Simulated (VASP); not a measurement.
Runs of VASP 6.6.1 on AlNi. Symmetry: Pm-3m, No. 221, cubic system. Conventional cell: a = 2.881 Å, b = 2.881 Å, c = 2.881 Å, α = 90.00°, β = 90.00°, γ = 90.00°. Ni (site symmetry m-3m) has 8 Al at 2.50 Å and 6 Ni at 2.88 Å within 3.3 Å. Al (site symmetry m-3m) has 8 Ni at 2.50 Å and 6 Al at 2.88 Å within 3.3 Å. 

```tsv
level	U	fixed moment (μB)	k mesh	cutoff (eV)	smearing	pressure (GPa)	moment (μB)
PBE	-	0.5	8 × 8 × 8	690	fermi-dirac 0.05 eV	1.7	0.50
PBEsol	-	0.2	8 × 8 × 8	690	fermi-dirac 0.05 eV	-2.3	0.20
PBE	-	0.8	8 × 8 × 8	690	fermi-dirac 0.05 eV	3.2	0.80
PBEsol	-	1.2	8 × 8 × 8	690	fermi-dirac 0.05 eV	1.6	1.20
PBEsol	-	2.0	8 × 8 × 8	690	fermi-dirac 0.05 eV	15.0	2.00
PBEsol	-	0.5	8 × 8 × 8	690	fermi-dirac 0.05 eV	-3.1	0.50
PBEsol	-	1.5	8 × 8 × 8	690	fermi-dirac 0.05 eV	(a)	1.50
r2SCAN+U	Ni d U = 7.0 eV	-	9 × 9 × 9	760	gaussian 0.01 eV	-5.8	(b)
```

Alike in all rows: task single point; potentials or basis VASP PAW PBE potentials, release 64 (Ni_sv_GW, Al); spin collinear, ferromagnetic start; cell as given.

Problem. Fill in the values left out.

Solution. (a) 6.2; (b) 0.13.

Caveats: the total moment is fixed, so each spin has its own Fermi level and the state may be an excited one (at least some runs); the PAW data sets were made with another functional, which shifts forces and pressure a little (at least some runs); the cell stands under pressure (at least some runs); the cell stands under tension (at least some runs); the U is typed as a test and isn't derived for this compound (at least some runs).
